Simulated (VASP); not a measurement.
# Ge (P6_3mc) in VASP: settings compared

Aim: see how the results for Ge move with the level of theory and the settings. Levels: PBEsol, LDA. Tasks: single point.

Program: VASP 6.6.1. These are calculated values, not measurements. Logs are shortened: lines on timing, memory, paths and dates and some standing lists are left out, and cuts for length are marked.

### Step 1. The cell of the first run

The structure is hexagonal, space group P6_3mc (No. 186). Conventional cell: a = 4.207 Å, b = 4.207 Å, c = 11.583 Å, α = 90.00°, β = 90.00°, γ = 120.00°. Within 3.3 Å of Ge (site symmetry 3m) lie 3 Ge at 2.46 Å. Within 3.3 Å of Ge (site symmetry 3m) lie 3 Ge at 2.46 Å.

### Step 2. Single point, PBEsol (strained)

The input, INCAR:

```
  PREC = Accurate
  ENCUT = 520
  EDIFF = 1E-7
  ISMEAR = 0
  SIGMA = 0.1
  LREAL = False
  LASPH = True
  NELM = 100
  ALGO = Normal
  ISIF = 2
  LWAVE = False
  LCHARG = False
  GGA = PS
  NBANDS = 36
```

The input, KPOINTS:

```
Automatic mesh
0
Gamma
  12 12 4
```

The input, POSCAR:

```
Ge
1.0
    4.2070336805      0.0000000000      0.0000000000
   -2.1035168403      3.6433980419      0.0000000000
    0.0000000000      0.0000000000     11.5833725775
Ge
4
Direct
    0.0000000000      0.0000000000      0.9638073987
    0.0000000000      0.0000000000      0.4638073987
    0.3333333300      0.6666666700      0.9284926013
    0.6666666700      0.3333333300      0.4284926013
```

Potentials or basis: VASP PAW PBE potentials, release 64 (Ge_d).

Command:

```bash
cat potpaw_PBE.64/Ge_d/POTCAR > POTCAR
mpirun -np 1 vasp_std > vasp.out
```

OUTCAR:

```text
PREC = Accurate
   ENCUT = 520
   EDIFF = 1E-7
   ISMEAR = 0
   LREAL = False
   LASPH = True
   NELM = 100
   ISIF = 2
   GGA = PS

 ion  position               nearest neighbor table
   1  0.000  0.000  0.964-   3 2.46   3 2.46   3 2.46
   2  0.000  0.000  0.464-   4 2.46   4 2.46   4 2.46
   3  0.333  0.667  0.928-   1 2.46   1 2.46   1 2.46
   4  0.667  0.333  0.428-   2 2.46   2 2.46   2 2.46

  LATTYP: Found a hexagonal cell.
 ALAT       =     4.2070336805
 C/A-ratio  =     2.7533348809

  Lattice vectors:

 A1 = (   4.2070336805,   0.0000000000,   0.0000000000)
 A2 = (  -2.1035168403,   3.6433980419,   0.0000000000)
 A3 = (   0.0000000000,   0.0000000000,  11.5833725775)

Analysis of symmetry for initial positions (statically):
=====================================================================
 Subroutine PRICEL returns:
 Original cell was already a primitive cell.

 Routine SETGRP: Setting up the symmetry group for a
 hexagonal supercell.

 Subroutine GETGRP returns: Found 12 space group operations
 (whereof  6 operations were pure point group operations)
 out of a pool of 24 trial point group operations.

The static configuration has the point symmetry C_3v.
 The point group associated with its full space group is C_6v.

Analysis of symmetry for dynamics (positions and initial velocities):
=====================================================================
 Subroutine PRICEL returns:
 Original cell was already a primitive cell.

 Routine SETGRP: Setting up the symmetry group for a
 hexagonal supercell.

 Subroutine GETGRP returns: Found 12 space group operations
 (whereof  6 operations were pure point group operations)
 out of a pool of 24 trial point group operations.

The dynamic configuration has the point symmetry C_3v.
 The point group associated with its full space group is C_6v.

 Subroutine INISYM returns: Found 12 space group operations
 (whereof  6 operations are pure point group operations),
 and found     1 'primitive' translations

----------------------------------------------------------------------------------------

                                     Primitive cell

  volume of cell :     177.5488

  direct lattice vectors                    reciprocal lattice vectors
     4.207033681  0.000000000  0.000000000     0.237697170  0.137234525  0.000000000
    -2.103516840  3.643398042  0.000000000     0.000000000  0.274469050  0.000000000
     0.000000000  0.000000000 11.583372578     0.000000000  0.000000000  0.086330643

  length of vectors
     4.207033681  4.207033681 11.583372578     0.274469050  0.274469050  0.086330643

  position of ions in fractional coordinates (direct lattice)
     0.000000000  0.000000000  0.963807399
     0.000000000  0.000000000  0.463807399
     0.333333330  0.666666670  0.928492601
     0.666666670  0.333333330  0.428492601

  ion indices of the primitive-cell ions
   primitive index   ion index
                 1           1
                 2           2
                 3           3
                 4           4

----------------------------------------------------------------------------------------

 KPOINTS: Automatic mesh

Automatic generation of k-mesh.
 Grid dimensions read from file:
 generate k-points for:   12   12    4

 Generating k-lattice:

  Cartesian coordinates                     Fractional coordinates (reciprocal lattice)
     0.019808098  0.011436210  0.000000000     0.083333333 -0.000000000  0.000000000
     0.000000000  0.022872421  0.000000000     0.000000000  0.083333333  0.000000000
     0.000000000  0.000000000  0.021582661     0.000000000  0.000000000  0.250000000

  Length of vectors
     0.022872421  0.022872421  0.021582661

  Shift w.r.t. Gamma in fractional coordinates (k-lattice)
     0.000000000  0.000000000  0.000000000

 Subroutine IBZKPT returns following result:
 ===========================================

 Found     57 irreducible k-points:

 Following reciprocal coordinates:
            Coordinates               Weight
  0.000000  0.000000  0.000000      1.000000
  0.083333 -0.000000  0.000000      6.000000
  0.166667  0.000000  0.000000      6.000000
  0.250000 -0.000000  0.000000      6.000000
  0.333333  0.000000  0.000000      6.000000
  0.416667  0.000000  0.000000      6.000000
[... 16 lines left out ...]
  0.250000 -0.000000  0.250000     12.000000
  0.333333  0.000000  0.250000     12.000000
 [... further k-points ...]
   k-points           NKPTS =     57   k-points in BZ     NKDIM =     57   number of bands    NBANDS=     36
   number of dos      NEDOS =    301   number of ions     NIONS =      4
   total plane-waves  NPLWV =  92160
   dimension x,y,z NGX =    32 NGY =   32 NGZ =   90
   dimension x,y,z NGXF=    64 NGYF=   64 NGZF=  180
   ions per type =               4
   NGX,Y,Z   is equivalent  to a cutoff of  12.65, 12.65, 12.92 a.u.
   NGXF,Y,Z  is equivalent  to a cutoff of  25.29, 25.29, 25.83 a.u.
 SYSTEM =  unknown system
   PREC   = accura    normal or accurate (medium, high low for compatibility)
   ISTART =      0    job   : 0-new  1-cont  2-samecut
   ICHARG =      2    charge: 1-file 2-atom 10-const
   ISPIN  =      1    spin polarized calculation?
   LNONCOLLINEAR =      F non collinear calculations
   LSORBIT =      F    spin-orbit coupling
   LASPH  =      T    aspherical Exc in radial PAW
   ENCUT  =  520.0 eV  38.22 Ry    6.18 a.u.   7.82  7.82 21.54*2*pi/ulx,y,z
   NELM   =    100;   NELMIN=  2; NELMDL= -5     # of ELM steps
   EDIFF  = 0.1E-06   stopping-criterion for ELM
   LREAL  =      F    real-space projection
   EDIFFG = 0.1E-05   stopping-criterion for IOM
   NSW    =      0    number of steps for IOM
   IBRION =     -1    ionic relax: 0-MD 1-quasi-New 2-CG
   NFREE  =      0    steps in history (QN), initial steepest desc. (CG)
   ISIF   =      2    stress and relaxation
   ISYM   =      2    0-nonsym 1-usesym 2-fastsym
   POTIM  = 0.5000    time-step for ionic-motion
   TEBEG  =    0.0;   TEEND  =   0.0 temperature during run
   PSTRESS=    0.0 pullay stress
   NELECT =      56.0000    total number of electrons
   NUPDOWN=      -1.0000    fix difference up-down
   EMIN   =  10.00;   EMAX   =-10.00  energy-range for DOS
   EFERMI =   0.00;   METHOD = LEGACY
   ISMEAR =     0;   SIGMA  =   0.10  broadening in eV -4-tet -1-fermi 0-gaus
   EFERMI_NEDOS =   21; number of points for ismear=-14 and -15
   IALGO  =     38    algorithm
   IMIX   =      4    mixing-type and parameters
     AMIX     =   0.40;   BMIX     =  1.00
     AMIX_MAG =   1.60;   BMIX_MAG =  1.00
  volume/ion in A,a.u.               =      44.39       299.54
  Fermi-wavevector in a.u.,A,eV,Ry     =   1.114376  2.105865 16.896166  1.241833
  Thomas-Fermi vector in A             =   2.250970
   LORBIT       =      0    0 simple, 1 ext, 2 COOP (PROOUT), +10 PAW based schemes
   GGA     = PS    functional components
   LHFCALC =     F    Hartree Fock is set to
   AEXX    =    0.0000 exact exchange contribution
   IVDW    =     0    specifies the selected vdW correction
   LEPSILON=     F    determine dielectric tensor
   LRPA    =     F    only Hartree local field effects (RPA)
 non-spin polarized calculation
 Gauss-broadening in eV      SIGMA  =   0.10
  energy-cutoff  :      520.00
  volume of cell :      177.55
 maximum number of plane-waves:      4816
 NGX is ok and might be reduce to    32
   NGX = 15   NGY = 15   NGZ = 43

 number of electron      55.9999993 magnetization

 Free energy of the ion-electron system (eV)
  ---------------------------------------------------
  ext. energy  EPLUGINS =         0.00000000
  ---------------------------------------------------
  free energy    TOTEN  =       -17.10878930 eV

  energy without entropy =      -17.10567157  energy(sigma->0) =      -17.10723043

 E-fermi :   0.1544     XC(G=0):  -6.7395

 val. band max:       -0.0242800508   @ k =   0.3333   0.2500   0.0000
 cond. band min:       0.2111021693   @ k =   0.0833  -0.0000   0.0000
 fundamental gap:      0.2353822201
 Fermi energy:         0.1543883022

 k-point     1 :       0.0000    0.0000    0.0000
  band No.  band energies     occupation
      1     -24.5499      2.00000
      2     -24.5499      2.00000
      3     -24.5433      2.00000
      4     -24.5433      2.00000
      5     -24.5433      2.00000
      6     -24.5433      2.00000
[... 28 lines left out ...]
     35       3.5010      0.00000
     36       4.4503      0.00000

 k-point     2 :       0.0833   -0.0000    0.0000
  band No.  band energies     occupation
      1     -24.5515      2.00000
      2     -24.5514      2.00000
      3     -24.5505      2.00000
      4     -24.5505      2.00000
      5     -24.5501      2.00000
      6     -24.5501      2.00000
[... 28 lines left out ...]
     35       3.7730      0.00000
     36       4.3126      0.00000

 k-point     3 :       0.1667    0.0000    0.0000
  band No.  band energies     occupation
      1     -24.5641      2.00000
      2     -24.5641      2.00000
      3     -24.5638      2.00000
      4     -24.5638      2.00000
      5     -24.5544      2.00000
      6     -24.5544      2.00000
[... 28 lines left out ...]
     35       4.4780      0.00000
     36       4.4937      0.00000
[... 742 lines left out ...]
 k-point    23 :       0.2500   -0.0000    0.2500
  band No.  band energies     occupation
      1     -24.5779      2.00000
      2     -24.5779      2.00000
      3     -24.5777      2.00000
      4     -24.5777      2.00000
      5     -24.5578      2.00000
      6     -24.5578      2.00000
[... 28 lines left out ...]
     35       5.0660      0.00000
     36       5.4689      0.00000

 k-point    24 :       0.3333    0.0000    0.2500
  band No.  band energies     occupation
      1     -24.5898      2.00000
      2     -24.5897      2.00000
      3     -24.5887      2.00000
      4     -24.5887      2.00000
      5     -24.5605      2.00000
      6     -24.5605      2.00000
[... 28 lines left out ...]
     35       6.1815      0.00000
     36       6.2604      0.00000

 [... further k-points ...]

------------------------ aborting loop because EDIFF is reached ----------------------------------------

  FORCE on cell =-STRESS in cart. coord.  units (eV):
  Direction    XX          YY          ZZ          XY          YZ          ZX
  --------------------------------------------------------------------------------------
  -------------------------------------------------------------------------------------
  Total       -5.0869443     -5.0869443      0.1460800      0.0000000      0.0000000      0.0000000
  in kB      -45.9039363    -45.9039363      1.3182074      0.0000000      0.0000000      0.0000000
  external PRESSURE =     -30.1632217 kB  Pullay stress =       0.0000000 kB

 VOLUME and BASIS-vectors are now :
 -----------------------------------------------------------------------------
  energy-cutoff  :      520.00
  volume of cell :      177.55
      direct lattice vectors                 reciprocal lattice vectors
     4.207033681  0.000000000  0.000000000     0.237697170  0.137234525  0.000000000
    -2.103516840  3.643398042  0.000000000     0.000000000  0.274469050  0.000000000
     0.000000000  0.000000000 11.583372578     0.000000000  0.000000000  0.086330643

 POSITION                                       TOTAL-FORCE (eV/Angst)
 -----------------------------------------------------------------------------------
      0.00000      0.00000     11.16414        -0.000000      0.000000      0.410120
      0.00000      0.00000      5.37245        -0.000000     -0.000000      0.410120
     -0.00000      2.42893     10.75508        -0.000000      0.000000     -0.410120
      2.10352      1.21447      4.96339         0.000000     -0.000000     -0.410120
 -----------------------------------------------------------------------------------
    total drift:                                0.000001      0.000001     -0.002092

  FREE ENERGIE OF THE ION-ELECTRON SYSTEM (eV)
  ---------------------------------------------------
  free  energy   TOTEN  =       -17.1087892968 eV

  energy  without entropy=      -17.1056715728  energy(sigma->0) =      -17.10723043
```

Wall time 4.9 min (1 thread of Intel Xeon Platinum 8259CL at 2.50GHz (Skylake/Cascade Lake), shared host); peak memory 0.44 GiB.

What came out:

| Item | Value |
| --- | --- |
| Free energy | -17.1088 eV |
| Pressure | -3.0 GPa |
| Largest force | 0.410 eV/Å |
| Band gap on the k mesh | zero (band 28 reaches 0.37 eV, above the bottom of band 29 at -0.92 eV) |

Forces on the atoms (eV/Å):
```
Ge   0.000  0.000  0.410
Ge   0.000  0.000  0.410
Ge   0.000  0.000 -0.410
Ge   0.000  0.000 -0.410
```

Stress tensor (GPa, compression positive):
```
-4.59  0.00  0.00
 0.00 -4.59  0.00
 0.00  0.00  0.13
```

Caveat: the cell differs from its parent crystal (strained); the PAW data sets were made with another functional, which shifts forces and pressure a little.

### Step 3. Single point, LDA (functional LDA, strained)

The input, INCAR:

```
  ALGO = Normal
  EDIFF = 1E-6
  ENCUT = 520
  ISIF = 2
  ISMEAR = 0
  LASPH = True
  LCHARG = False
  LREAL = False
  LWAVE = False
  NBANDS = 36
  NELM = 100
  PREC = Accurate
  SIGMA = 0.1
```

The input, KPOINTS:

```
k-points
0
Gamma
  12 12 4
```

The input, POSCAR:

```
Ge
1.0
    4.0661201067      0.0000000000      0.0000000000
   -2.0330600534      3.5213633072      0.0000000000
    0.0000000000      0.0000000000     11.0360132329
Ge
4
Direct
    0.0000000000      0.0000000000      0.9774520000
    0.0000000000      0.0000000000      0.4774520000
    0.3333333300      0.6666666700      0.9148480000
    0.6666666700      0.3333333300      0.4148480000
```

Potentials or basis: VASP PAW LDA potentials, release 64 (Ge_d).

Command:

```bash
cat potpaw_LDA.64/Ge_d/POTCAR > POTCAR
mpirun -np 1 vasp_std > vasp.out
```

Run time: 4.6 min. Hardware: 1 thread of Intel Xeon Platinum 8259CL at 2.50GHz (Skylake/Cascade Lake), shared host; peak memory 0.36 GiB.

The run converged. Its results:

| Item | Value |
| --- | --- |
| Free energy | -18.2678 eV |
| Pressure | -2.8 GPa |
| Largest force | 0.295 eV/Å |
| Band gap on the k mesh | zero (filled and empty bands overlap) |

Forces on the atoms (eV/Å):
```
Ge   0.000  0.000 -0.295
Ge   0.000  0.000 -0.295
Ge   0.000  0.000  0.295
Ge   0.000  0.000  0.295
```

Stress tensor (GPa, compression positive):
```
-3.64  0.00  0.00
 0.00 -3.64  0.00
 0.00  0.00 -1.10
```

Levels at points of the mesh, in eV from the Fermi level:
```tsv
k point	band 26	band 27	band 28	band 29	band 30	band 31
(0.00, 0.00, 0.00)	-0.45	-0.44	-0.44	0.20	0.42	1.56
(0.50, 0.00, 0.00)	-1.93	-1.26	-1.08	0.58	0.81	1.51
(0.00, 0.00, 0.50)	-0.45	-0.45	-0.45	0.26	0.26	2.54
(0.50, 0.00, 0.50)	-1.94	-1.16	-1.16	0.65	0.65	1.56
```

Caveat: the cell differs from its parent crystal (functional LDA, strained).
